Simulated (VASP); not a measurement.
A run of VASP 6.6.1:

INCAR

```
SYSTEM = Y
PREC = Accurate ; ENCUT = 520
EDIFF = 1E-6 ; ISMEAR = -1
SIGMA = 0.05 ; LREAL = .FALSE.
LASPH = .TRUE. ; NELM = 150
ALGO = Normal ; ISIF = 2
LWAVE = .FALSE. ; LCHARG = .TRUE.
ISPIN = 2 ; MAGMOM = 1 1 1
LORBIT = 11 ; LMAXMIX = 4
GGA = PE ; LELF = .TRUE.
LVHAR = .TRUE. ; NBANDS = 28
```

KPOINTS

```
regular mesh
0
G
  7 7 10
  0 0 0
```

Contents of POSCAR:

```
Y
1.0
    5.4056576037      0.0000000000      0.0000000000
   -2.7028288018      4.6814368090      0.0000000000
    0.0000000000      0.0000000000      3.3853321270
Y
3
Direct
    0.0000000000      1.0000000000      0.0000000000
    0.3333333333      0.6666666667      0.5000000000
    0.6666666667      0.3333333333      0.5000000000
```

Potentials or basis: VASP PAW PBE potentials, release 64 (Y_sv).

Run with:

```sh
$ cat potpaw_PBE.64/Y_sv/POTCAR > POTCAR
$ mpirun -np 1 vasp_std > vasp.out
```

Hardware: 1 thread of Oxide Virtual Turin-like Processor (shared host).

Estimate the wall time of this run.

Run time: 8.4 min on 1 thread of Oxide Virtual Turin-like Processor, with other jobs on the host, peak memory 0.31 GiB. Counts: scf iterations 19, k points 48.
